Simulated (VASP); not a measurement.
# ZnS: single point with PBE

ZnS:

```xyz
2
Lattice="3.3207 0.0000 0.0000 0.0000 3.3207 0.0000 0.0000 0.0000 4.2217" Properties=species:S:1:pos:R:3 pbc="T T T"
Zn    1.6604    1.6604    2.1109
S     0.0000    0.0000    0.0000
```

* Program: VASP 6.6.1
* Task: single point
* Functional: PBE
* Potentials or basis: VASP PAW PBE potentials, release 64 (Zn, S)
* Cutoff: 520 eV
* k mesh: 6 × 6 × 4
* Occupations: gaussian, width 0.1 eV
* Spin: no spin polarisation
* Dipole correction: no
* Further INCAR settings: ALGO = Normal; EDIFF = 1e-06; NBANDS = 16

```yaml
Pressure: -11.1 GPa
Band_gap_on_the_k_mesh: zero (band 9 reaches 2.15 eV, above the bottom of band 10 at 1.26 eV)
```

Stress tensor (GPa, compression positive):
```
 -8.53   0.00   0.00
  0.00  -8.53   0.00
  0.00   0.00 -16.33
```

Levels at points of the mesh, in eV from the Fermi level:
```csv
k point,band 5,band 6,band 7,band 8,band 9,band 10,band 11,band 12,band 13,band 14
"(0.00, 0.00, 0.00)",-6.55,-6.53,-2.63,-2.51,-0.21,-0.21,6.48,7.45,7.93,9.70
"(0.50, 0.00, 0.00)",-6.62,-6.53,-4.83,-1.23,0.43,1.53,1.75,4.43,8.70,8.75
"(0.50, 0.50, 0.00)",-6.56,-6.46,-3.25,-3.25,-0.77,-0.17,4.81,4.81,7.21,7.59
"(0.00, 0.00, 0.50)",-6.57,-6.53,-5.70,0.08,0.08,2.26,3.88,7.65,7.65,8.21
"(0.50, 0.00, 0.50)",-6.55,-6.51,-3.89,-3.33,-1.82,0.47,5.30,7.58,8.92,10.49
"(0.50, 0.50, 0.50)",-6.51,-6.45,-2.47,-2.47,-1.53,1.08,1.99,1.99,2.96,11.51
```

Wall time 13 s on 1 thread of Intel Xeon 6975P-C (shared host), peak memory 0.17 GiB.

Caveat: the k points lie up to 0.37 Å⁻¹ apart.
